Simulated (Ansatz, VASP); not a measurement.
Two plane-wave programs on SnGe2

```
Sn Ge
1.0
     4.29271    0.00000    0.00000
    -2.14636    3.71760    0.00000
     0.00000    0.00000   10.54839
Sn Ge
2 4
Direct
  0.66667 0.33333 0.20805
  0.33333 0.66667 0.79195
  0.33333 0.66667 0.53640
  0.00000 0.00000 0.88210
  0.66667 0.33333 0.46360
  0.00000 0.00000 0.11790
```

Alike in both runs: task single point; functional PBE; k mesh 6 × 6 × 2; occupations gaussian, width 0.1 eV; no spin polarisation.

|  | VASP | Ansatz |
| --- | --- | --- |
| version | VASP 6.6.1 | Ansatz 0.2.0 |
| potentials or method | VASP PAW PBE potentials, release 64 (Sn_d, Ge_d), cutoff 520 eV | scalar-relativistic, plane waves, PAW |
| valence electrons in the cell | 84 | 84 |

|  | VASP | Ansatz | Ansatz less VASP |
| --- | --- | --- | --- |
| gap on the k mesh at the Fermi level (eV) | none | none | - |
| pressure (GPa) | 0.0 | 0.1 | +0.04 |
| traceless stress, the component that is largest in VASP (GPa) | -0.14 | -0.14 | +0.002 |
| rms of the force components (eV/Å) | 0.042 | 0.042 | +0.0007 |

Atom by atom the forces differ by 0.001 eV/Å (rms over components). A gap of «none» marks a metal or a gap that the smearing closes. The functional is the same, so the differences come from potentials, cutoffs and numerics.
